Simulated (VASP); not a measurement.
Write the native input for VASP 6.6.1 that does the following.

| Quantity | Value |
| --- | --- |
| Task | single point |
| Functional | PBE |
| Dispersion | D3(BJ) |
| Potentials or basis | VASP PAW PBE potentials, release 64 (Si, O) |
| Cutoff | 520 eV |
| k mesh | 7 × 4 × 1 |
| Occupations | gaussian, width 0.05 eV |
| Spin | collinear spin, ferromagnetic start |
| Starting moments | [0.0, 0.0, 0.0, 0.0, 0.0, 0.0, 0.0, 0.0, 2.0] μB |
| Dipole correction | yes |
| Further INCAR settings | ALGO = Normal; EDIFF = 1e-06; NBANDS = 33 |

The structure of Si8O lies in POSCAR:

```
Si8O
1.0
    3.8155170209      0.0000000000      0.0000000000
    0.0000000000      6.3129357835      0.0000000000
    0.0000000000      0.0000000000     21.3318711348
Si O
8 1
Direct
    0.0000000000      0.9369021389      0.1875128522
    0.0000000000      0.5630978611      0.1875128522
    0.5000000000      0.4369021389      0.2391466205
    0.5000000000      0.0630978611      0.2391466205
    0.5000000000      0.9332664455      0.3430438269
    0.5000000000      0.5667335545      0.3430438269
    0.0000000000      0.4266292811      0.3858954089
    0.0000000000      0.0733707189      0.3858954089
    0.5000000000      0.4266292811      0.4890274777
```

One way to write it, as run:

INCAR

```
ALGO = Normal
DIPOL = 0.5 0.5 0.311
EDIFF = 1E-6
ENCUT = 520
GGA = PE
IDIPOL = 3
ISIF = 2
ISMEAR = 0
ISPIN = 2
IVDW = 12
LASPH = T
LCHARG = T
LDIPOL = T
LELF = T
LORBIT = 11
LREAL = F
LVACPOTAV = T
LVHAR = T
LWAVE = F
MAGMOM = 0 0 0 0 0 0 0 0 2
NBANDS = 33
NELM = 150
PREC = Accurate
SIGMA = 0.05
```

KPOINTS

```
k-points
0
Gamma
  7 4 1
```

Potentials or basis: VASP PAW PBE potentials, release 64 (Si, O).

Run with:

```bash
$ cat potpaw_PBE.64/Si/POTCAR potpaw_PBE.64/O/POTCAR > POTCAR
$ mpirun -np 1 vasp_std > vasp.out
```

It gave:

```json
{"Largest force": "1.414 eV/Å", "Net moment": "1.53 μB per cell", "Site moments": "Si -0.04, +0.02, -0.01, +0.01, -0.00, -0.02, +0.10 (each value once); O +1.08 μB", "Valence electrons inside the program's atomic spheres": "Si 1.64, 1.67, 1.71, 1.69 (each value once); O 4.63", "Dispersion energy per atom": "-0.243 eV"}
```

It took 37 min on 1 thread of Intel Xeon 8259CL, with other jobs on the host, peak memory 0.84 GiB.
